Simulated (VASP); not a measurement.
# Si7C (Pm) in VASP: single point with LDA

Aim: the single point of Si7C with LDA.

Everything below comes from runs of VASP 6.6.1. Logs are shortened: lines on timing, memory, paths and dates and some standing lists are left out, and cuts for length are marked.

## Step 1: The cell of the first run

It takes space group Pm (No. 6, monoclinic). The conventional cell has a = 5.987 Å, b = 3.585 Å, c = 6.281 Å, α = 90.00°, β = 90.51°, γ = 90.00°. Si (site symmetry m) has 4 Si at 2.32 to 2.42 Å within 3.1 Å. Si (site symmetry m) has 4 Si at 2.26 to 2.32 Å within 3.0 Å. Within 3.0 Å of Si (site symmetry m) lie 4 Si at 2.27 to 2.37 Å. Within 3.0 Å of Si (site symmetry m) lie 4 Si at 2.26 to 2.32 Å. Within 2.5 Å of Si (site symmetry m) lie 1 C at 1.92 Å and 3 Si at 2.28 to 2.29 Å. Within 2.6 Å of Si (site symmetry m) lie 1 C at 1.93 Å and 3 Si at 2.32 to 2.33 Å. Si (site symmetry m) has 2 C at 2.06 Å and 2 Si at 2.37 to 2.42 Å within 2.7 Å. C (site symmetry m) has 4 Si at 1.92 to 2.06 Å within 2.5 Å.

## Step 2: Single point, LDA

Contents of INCAR:

```
SYSTEM = Si7C
PREC = Accurate
ENCUT = 520
EDIFF = 1E-7
ISMEAR = 0
SIGMA = 0.01
LREAL = .False.
LASPH = .True.
NELM = 100
ALGO = Normal
ISIF = 2
LWAVE = .False.
LCHARG = .True.
LELF = .True.
LVHAR = .True.
NBANDS = 26
```

Contents of KPOINTS:

```
regular mesh
0
Gamma
  12 8 8
  0 0 0
```

Contents of POSCAR:

```
Si7C
1.0
    1.7926995963     -3.1050467835      0.0000000000
   -0.0231279318     -0.0133529176     -5.9865499263
    5.4394331805      3.1404582110      0.0279466044
Si C
7 1
Direct
    0.5000000000      0.9337767054      0.1663777673
    0.0000000000      0.4306556609      0.3495155821
    0.5000000000      0.4397606631      0.8137441511
    0.5000000000      0.5467199692      0.1610540563
    0.0000000000      0.6201329645      0.6665697311
    0.0000000000      0.0448130366      0.3780695647
    0.5000000000      0.0433487083      0.7968600113
    0.0000000000      0.9407922920      0.6678091360
```

Potentials or basis: VASP PAW LDA potentials, release 64 (Si, C).

Started as:

```
> cat potpaw_LDA.64/Si/POTCAR potpaw_LDA.64/C/POTCAR > POTCAR
> mpirun -np 1 vasp_std > vasp.out
```

OUTCAR:

```text
SYSTEM = Si7C
   PREC = Accurate
   ENCUT = 520
   EDIFF = 1E-7
   ISMEAR = 0
   LREAL = .False.
   LASPH = .True.
   NELM = 100
   ISIF = 2

 ion  position               nearest neighbor table
   1  0.500  0.934  0.166-   4 2.32   6 2.33   6 2.33   7 2.42
   2  0.000  0.431  0.350-   4 2.26   4 2.26   5 2.28   6 2.32
   3  0.500  0.440  0.814-   4 2.27   5 2.29   5 2.29   7 2.37
   4  0.500  0.547  0.161-   2 2.26   2 2.26   3 2.27   1 2.32
   5  0.000  0.620  0.667-   8 1.92   2 2.28   3 2.29   3 2.29   6 3.14
   6  0.000  0.045  0.378-   8 1.93   2 2.32   1 2.33   1 2.33   5 3.14
   7  0.500  0.043  0.797-   8 2.06   8 2.06   3 2.37   1 2.42
   8  0.000  0.941  0.668-   5 1.92   6 1.93   7 2.06   7 2.06

  LATTYP: Found a simple monoclinic cell.
 ALAT       =     5.9866094930
 B/A-ratio  =     0.5989031349
 C/A-ratio  =     1.0491712550
 COS(beta)  =    -0.0089102427

  Lattice vectors:

 A1 = (  -0.0231279318,  -0.0133529176,  -5.9865499263)
 A2 = (  -1.7926995963,   3.1050467835,   0.0000000000)
 A3 = (   5.4394331805,   3.1404582110,   0.0279466044)

Analysis of symmetry for initial positions (statically):
=====================================================================
 Subroutine PRICEL returns:
 Original cell was already a primitive cell.

 Routine SETGRP: Setting up the symmetry group for a
 simple monoclinic supercell.

 Subroutine GETGRP returns: Found  2 space group operations
 (whereof  2 operations were pure point group operations)
 out of a pool of  4 trial point group operations.

The static configuration has the point symmetry C_1h.

Analysis of symmetry for dynamics (positions and initial velocities):
=====================================================================
 Subroutine PRICEL returns:
 Original cell was already a primitive cell.

 Routine SETGRP: Setting up the symmetry group for a
 simple monoclinic supercell.

 Subroutine GETGRP returns: Found  2 space group operations
 (whereof  2 operations were pure point group operations)
 out of a pool of  4 trial point group operations.

The dynamic configuration has the point symmetry C_1h.

 Subroutine INISYM returns: Found  2 space group operations
 (whereof  2 operations are pure point group operations),
 and found     1 'primitive' translations

----------------------------------------------------------------------------------------

                                     Primitive cell

  volume of cell :     134.8120

  direct lattice vectors                    reciprocal lattice vectors
     1.792699596 -3.105046784  0.000000000     0.139454486 -0.241542254 -0.000000000
    -0.023127932 -0.013352918 -5.986549926     0.000643678  0.000371628 -0.167044435
     5.439433181  3.140458211  0.027946604     0.137884750  0.079607798 -0.000710256

  length of vectors
     3.585399193  5.986609493  6.280978595     0.278908971  0.167046088  0.159217180

  position of ions in fractional coordinates (direct lattice)
     0.500000000  0.933776705  0.166377767
     1.000000000  0.430655661  0.349515582
     0.500000000  0.439760663  0.813744151
     0.500000000  0.546719969  0.161054056
     1.000000000  0.620132965  0.666569731
     1.000000000  0.044813037  0.378069565
     0.500000000  0.043348708  0.796860011
     1.000000000  0.940792292  0.667809136

  ion indices of the primitive-cell ions
   primitive index   ion index
                 1           1
                 2           2
                 3           3
                 4           4
                 5           5
                 6           6
                 7           7
                 8           8

----------------------------------------------------------------------------------------

 KPOINTS: regular mesh

Automatic generation of k-mesh.
 Grid dimensions read from file:
 generate k-points for:   12    8    8

 Generating k-lattice:

  Cartesian coordinates                     Fractional coordinates (reciprocal lattice)
     0.011621207 -0.020128521 -0.000000000     0.083333333 -0.000000000  0.000000000
     0.000080460  0.000046453 -0.020880554     0.000000000  0.125000000  0.000000000
     0.017235594  0.009950975 -0.000088782     0.000000000  0.000000000  0.125000000

  Length of vectors
     0.023242414  0.020880761  0.019902147

  Shift w.r.t. Gamma in fractional coordinates (k-lattice)
     0.000000000  0.000000000  0.000000000

 Subroutine IBZKPT returns following result:
 ===========================================

 Found    238 irreducible k-points:

 Following reciprocal coordinates:
            Coordinates               Weight
  0.000000  0.000000  0.000000      1.000000
  0.083333  0.000000 -0.000000      2.000000
  0.166667  0.000000  0.000000      2.000000
  0.250000  0.000000 -0.000000      2.000000
  0.333333  0.000000  0.000000      2.000000
  0.416667  0.000000  0.000000      2.000000
[... 16 lines left out ...]
  0.083333  0.375000 -0.000000      4.000000
  0.166667  0.375000  0.000000      4.000000
 [... further k-points ...]
   k-points           NKPTS =    238   k-points in BZ     NKDIM =    238   number of bands    NBANDS=     26
   number of dos      NEDOS =    301   number of ions     NIONS =      8
   total plane-waves  NPLWV =  64512
   dimension x,y,z NGX =    28 NGY =   48 NGZ =   48
   dimension x,y,z NGXF=    56 NGYF=   96 NGZF=   96
   ions per type =               7   1
   NGX,Y,Z   is equivalent  to a cutoff of  12.98, 13.33, 12.70 a.u.
   NGXF,Y,Z  is equivalent  to a cutoff of  25.97, 26.66, 25.41 a.u.
 SYSTEM =  Si7C
   PREC   = accura    normal or accurate (medium, high low for compatibility)
   ISTART =      0    job   : 0-new  1-cont  2-samecut
   ICHARG =      2    charge: 1-file 2-atom 10-const
   ISPIN  =      1    spin polarized calculation?
   LNONCOLLINEAR =      F non collinear calculations
   LSORBIT =      F    spin-orbit coupling
   LASPH  =      T    aspherical Exc in radial PAW
   ENCUT  =  520.0 eV  38.22 Ry    6.18 a.u.   6.67 11.13 11.68*2*pi/ulx,y,z
   NELM   =    100;   NELMIN=  2; NELMDL= -5     # of ELM steps
   EDIFF  = 0.1E-06   stopping-criterion for ELM
   LREAL  =      F    real-space projection
   EDIFFG = 0.1E-05   stopping-criterion for IOM
   NSW    =      0    number of steps for IOM
   IBRION =     -1    ionic relax: 0-MD 1-quasi-New 2-CG
   NFREE  =      0    steps in history (QN), initial steepest desc. (CG)
   ISIF   =      2    stress and relaxation
   ISYM   =      2    0-nonsym 1-usesym 2-fastsym
   POTIM  = 0.5000    time-step for ionic-motion
   TEBEG  =    0.0;   TEEND  =   0.0 temperature during run
   PSTRESS=    0.0 pullay stress
   NELECT =      32.0000    total number of electrons
   NUPDOWN=      -1.0000    fix difference up-down
   EMIN   =  10.00;   EMAX   =-10.00  energy-range for DOS
   EFERMI =   0.00;   METHOD = LEGACY
   ISMEAR =     0;   SIGMA  =   0.01  broadening in eV -4-tet -1-fermi 0-gaus
   EFERMI_NEDOS =   21; number of points for ismear=-14 and -15
   IALGO  =     38    algorithm
   IMIX   =      4    mixing-type and parameters
     AMIX     =   0.40;   BMIX     =  1.00
     AMIX_MAG =   1.60;   BMIX_MAG =  1.00
  volume/ion in A,a.u.               =      16.85       113.72
  Fermi-wavevector in a.u.,A,eV,Ry     =   1.013636  1.915494 13.979411  1.027458
  Thomas-Fermi vector in A             =   2.146816
   LORBIT       =      0    0 simple, 1 ext, 2 COOP (PROOUT), +10 PAW based schemes
   GGA     = CA    functional components
   LHFCALC =     F    Hartree Fock is set to
   AEXX    =    0.0000 exact exchange contribution
   IVDW    =     0    specifies the selected vdW correction
   LEPSILON=     F    determine dielectric tensor
   LRPA    =     F    only Hartree local field effects (RPA)
 non-spin polarized calculation
 Gauss-broadening in eV      SIGMA  =   0.01
  energy-cutoff  :      520.00
  volume of cell :      134.81
 maximum number of plane-waves:      3659
 NGX is ok and might be reduce to    28
   NGX = 13   NGY = 23   NGZ = 23

 number of electron      31.9999999 magnetization

 Free energy of the ion-electron system (eV)
  ---------------------------------------------------
  ext. energy  EPLUGINS =         0.00000000
  ---------------------------------------------------
  free energy    TOTEN  =       -50.53486024 eV

  energy without entropy =      -50.53480387  energy(sigma->0) =      -50.53483206

 E-fermi :   7.1200     XC(G=0): -10.1198

 val. band max:        7.1170165222   @ k =   0.0833   0.0000  -0.0000
 cond. band min:       7.1233152505   @ k =  -0.0000  -0.2500   0.1250
 fundamental gap:      0.0062987283
 Fermi energy:         7.1199513939

 k-point     1 :       0.0000    0.0000    0.0000
  band No.  band energies     occupation
      1      -6.9786      2.00000
      2      -4.3459      2.00000
      3      -3.2376      2.00000
      4      -1.9924      2.00000
      5      -1.0760      2.00000
      6      -0.8516      2.00000
[... 18 lines left out ...]
     25      11.6424      0.00000
     26      11.7398      0.00000

 k-point     2 :       0.0833    0.0000   -0.0000
  band No.  band energies     occupation
      1      -6.9193      2.00000
      2      -4.2843      2.00000
      3      -3.1673      2.00000
      4      -1.9811      2.00000
      5      -1.0259      2.00000
      6      -0.7810      2.00000
[... 18 lines left out ...]
     25      11.6808      0.00000
     26      11.8958      0.00000

 k-point     3 :       0.1667    0.0000    0.0000
  band No.  band energies     occupation
      1      -6.7453      2.00000
      2      -4.1048      2.00000
      3      -2.9582      2.00000
      4      -1.9766      2.00000
      5      -0.8865      2.00000
      6      -0.5710      2.00000
[... 572 lines left out ...]
 k-point    23 :       0.0833    0.3750   -0.0000
  band No.  band energies     occupation
      1      -6.7038      2.00000
      2      -4.7717      2.00000
      3      -3.2168      2.00000
      4      -2.2058      2.00000
      5      -1.2648      2.00000
      6      -0.3072      2.00000
[... 18 lines left out ...]
     25      10.8290      0.00000
     26      11.1870      0.00000

 k-point    24 :       0.1667    0.3750    0.0000
  band No.  band energies     occupation
      1      -6.5394      2.00000
      2      -4.5655      2.00000
      3      -3.0327      2.00000
      4      -2.0700      2.00000
      5      -1.1840      2.00000
      6      -0.2819      2.00000
[... 18 lines left out ...]
     25      11.0936      0.00000
     26      11.6228      0.00000

 [... further k-points ...]

------------------------ aborting loop because EDIFF is reached ----------------------------------------

  FORCE on cell =-STRESS in cart. coord.  units (eV):
  Direction    XX          YY          ZZ          XY          YZ          ZX
  --------------------------------------------------------------------------------------
  -------------------------------------------------------------------------------------
  Total        0.0833937      0.0848614      0.0526856     -0.0012711     -0.0000184     -0.0000319
  in kB        0.9910952      1.0085382      0.6261435     -0.0151060     -0.0002191     -0.0003794
  external PRESSURE =       0.8752590 kB  Pullay stress =       0.0000000 kB

 VOLUME and BASIS-vectors are now :
 -----------------------------------------------------------------------------
  energy-cutoff  :      520.00
  volume of cell :      134.81
      direct lattice vectors                 reciprocal lattice vectors
     1.792699596 -3.105046784  0.000000000     0.139454486 -0.241542254 -0.000000000
    -0.023127932 -0.013352918 -5.986549926     0.000643678  0.000371628 -0.167044435
     5.439433181  3.140458211  0.027946604     0.137884750  0.079607798 -0.000710256

 POSITION                                       TOTAL-FORCE (eV/Angst)
 -----------------------------------------------------------------------------------
      1.77975     -1.04249     -5.58545        -0.000097     -0.000056      0.004766
      1.89121      1.09189     -2.56837        -0.000202     -0.000116      0.002534
      5.31249      0.99713     -2.60991        -0.001580     -0.000912      0.005495
      1.75975     -1.05404     -3.26847        -0.003478     -0.002008      0.000199
      3.61142      2.08505     -3.69383        -0.000402     -0.000232      0.009342
      2.05545      1.18671     -0.25771        -0.008150     -0.004705     -0.011316
      5.22981      0.94940     -0.23724         0.008222      0.004747     -0.010759
      3.61074      2.08466     -5.61344         0.005685      0.003282     -0.000260
 -----------------------------------------------------------------------------------
    total drift:                                0.000022      0.000013     -0.000028

  FREE ENERGIE OF THE ION-ELECTRON SYSTEM (eV)
  ---------------------------------------------------
  free  energy   TOTEN  =       -50.5348602395 eV

  energy  without entropy=      -50.5348038744  energy(sigma->0) =      -50.53483206
```

Run time: 13 min. Hardware: 1 thread of Oxide Virtual Turin-like, shared host; peak memory 0.62 GiB.

What came out:

| Quantity | Value |
| --- | --- |
| Free energy | -50.5349 eV |
| Pressure | 0.1 GPa |
| Largest force | 0.015 eV/Å |
| Band gap on the k mesh | zero (bands 16 and 17 overlap by 0.27 eV) |

Forces in eV/Å, atoms in the order of the input:
```
Si   0.000  0.000  0.005
Si   0.000  0.000  0.003
Si  -0.002 -0.001  0.005
Si  -0.003 -0.002  0.000
Si   0.000  0.000  0.009
Si  -0.008 -0.005 -0.011
Si   0.008  0.005 -0.011
C    0.006  0.003  0.000
```

Caveat: semilocal functionals underestimate gaps, and a narrow one can read as zero.
